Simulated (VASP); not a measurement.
Set up this calculation in VASP 6.6.1, as the native input.

```yaml
Task: single point
Functional: PBE
Potentials_or_basis: VASP PAW PBE potentials, release 64 (Pb_d, S)
Cutoff: 520 eV
k_mesh: 6 × 6 × 6
Occupations: fermi-dirac, width 0.1 eV
Spin: no spin polarisation
Dipole_correction: no
Further_INCAR_settings: ALGO = Normal; EDIFF = 1e-06; NBANDS = 17
```

The structure of PbS (Galena) lies in POSCAR:

```
PbS
1.0
    0.0000000000      2.9657500000      2.9657500000
    2.9657500000      0.0000000000      2.9657500000
    2.9657500000      2.9657500000      0.0000000000
Pb S
1 1
Direct
    0.0168591419      0.0168591419     -0.0168591419
    0.5000000000      0.5000000000      0.5000000000
```

The input as run:

INCAR

```
  PREC = Accurate
  ENCUT = 520
  EDIFF = 1E-6
  ISMEAR = -1
  SIGMA = 0.1
  LREAL = F
  LASPH = T
  NELM = 60
  ALGO = Normal
  ISIF = 2
  LWAVE = F
  LCHARG = T
  GGA = PE
  LELF = T
  LVHAR = T
  NBANDS = 17
```

KPOINTS

```
regular mesh
0
Gamma
  6 6 6
```

Potentials or basis: VASP PAW PBE potentials, release 64 (Pb_d, S).

Run with:

```console
$ cat potpaw_PBE.64/Pb_d/POTCAR potpaw_PBE.64/S/POTCAR > POTCAR
$ mpirun -np 1 vasp_std > vasp.out
```

Results of the run:

* Pressure: 2.2 GPa
* Largest force: 0.059 eV/Å
* Band gap on the k mesh: 0.47 eV, direct

Caveat: spin-orbit coupling is left out, which moves the levels of the heavy elements.

Wall time 8.4 s on 1 thread of Intel(R) Xeon(R) 6975P-C (Granite Rapids), with other jobs on the host, peak memory 0.18 GiB.
